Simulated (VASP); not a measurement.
**WC: single point with PBE**

Crystal: WC.

```
W C
1.0
    -2.94689   -5.10417    0.00000
     4.42034   -2.55208    0.00000
     0.00000    0.00000    5.78362
W C
8 8
Cartesian
  -0.0414 -5.0783 0.0034
  0.0923 -5.1864 2.7820
  -1.5384 -2.2518 0.2185
  -1.5098 -2.2132 3.0032
  1.2931 -2.3327 0.2769
  1.3049 -2.3963 2.8888
  -0.1856 0.2668 -0.0693
  0.0551 0.2129 2.8894
  1.5488 -3.8958 1.4640
  1.3031 -4.0841 4.4742
  -0.1718 -1.2256 1.4416
  -0.1268 -1.2984 4.2947
  3.0975 -1.5963 1.5016
  2.8180 -1.5610 4.2117
  -1.5223 -4.1345 1.4565
  -1.5091 -4.0167 4.4575
```

```yaml
Program: VASP 6.6.1
Task: single point
Functional: PBE
Potentials_or_basis: VASP PAW PBE potentials, release 64 (W_sv, C)
Cutoff: 520 eV
k_mesh: 2 × 2 × 2
Occupations: fermi-dirac, width 0.3 eV
Spin: no spin polarisation
```

```
Pressure               : 3.8 GPa
Largest force          : 7.912 eV/Å
Band gap on the k mesh : zero (band 72 reaches 10.98 eV, above the bottom of band 73 at 10.47 eV)
```

Forces in eV/Å, atoms in the order of the input:
```
W   -1.544  3.749 -0.342
W   -2.747  6.676  3.239
W    0.282 -2.068 -4.641
W   -0.517 -2.187 -0.034
W    1.093  0.608 -6.205
W    1.113  0.537  3.240
W    4.091 -0.824  0.772
W    0.225  0.977  1.192
C   -1.645 -2.898  1.896
C    1.132  0.416 -0.835
C    1.082 -3.427  0.726
C   -0.093 -2.685  1.385
C   -3.278  0.504 -1.254
C   -0.127 -0.295  1.708
C    1.084  0.814 -0.271
C   -0.151  0.102 -0.576
```

Stress tensor (GPa, compression positive):
```
 0.55 -3.66 -1.76
-3.66  9.42  1.92
-1.76  1.92  1.45
```

Levels at points of the mesh, in eV from the Fermi level:
| k point | band 68 | band 69 | band 70 | band 71 | band 72 | band 73 | band 74 | band 75 | band 76 | band 77 |
| --- | --- | --- | --- | --- | --- | --- | --- | --- | --- | --- |
| (0.00, 0.00, 0.00) | -1.05 | -0.74 | -0.54 | -0.34 | -0.06 | 0.08 | 0.67 | 0.97 | 1.26 | 1.64 |
| (0.50, 0.00, 0.00) | -1.63 | -1.06 | -0.73 | -0.13 | 0.14 | 0.42 | 0.42 | 0.59 | 0.81 | 1.39 |
| (0.00, 0.50, 0.00) | -1.74 | -0.94 | -0.59 | -0.45 | -0.05 | 0.82 | 1.16 | 1.53 | 1.72 | 1.90 |
| (0.50, 0.50, 0.00) | -1.83 | -1.60 | -1.35 | -1.17 | -0.96 | 0.96 | 1.16 | 1.21 | 1.58 | 1.87 |
| (0.00, 0.00, 0.50) | -1.21 | -1.17 | -1.13 | -0.48 | -0.07 | 0.17 | 0.34 | 0.62 | 0.84 | 1.70 |
| (0.50, 0.00, 0.50) | -1.34 | -1.11 | -1.04 | -0.94 | -0.81 | -0.37 | 0.33 | 0.51 | 0.74 | 1.84 |
| (0.00, 0.50, 0.50) | -1.70 | -1.48 | -1.22 | -1.10 | -0.83 | 0.18 | 0.82 | 0.87 | 0.92 | 1.33 |
| (0.50, 0.50, 0.50) | -1.80 | -1.60 | -1.52 | -1.43 | -0.87 | 0.94 | 1.03 | 1.16 | 1.34 | 1.51 |

Run time: 4.2 min on 1 thread of Intel(R) Xeon(R) Platinum 8259CL CPU @ 2.50GHz (Skylake/Cascade Lake) (shared host), peak memory 0.33 GiB.

Caveat: the k points lie up to 0.62 Å⁻¹ apart; spin-orbit coupling is left out, which moves the levels of the heavy elements; forces of over 1 eV/Å act on the atoms, so gaps and moduli don't describe the material at rest.
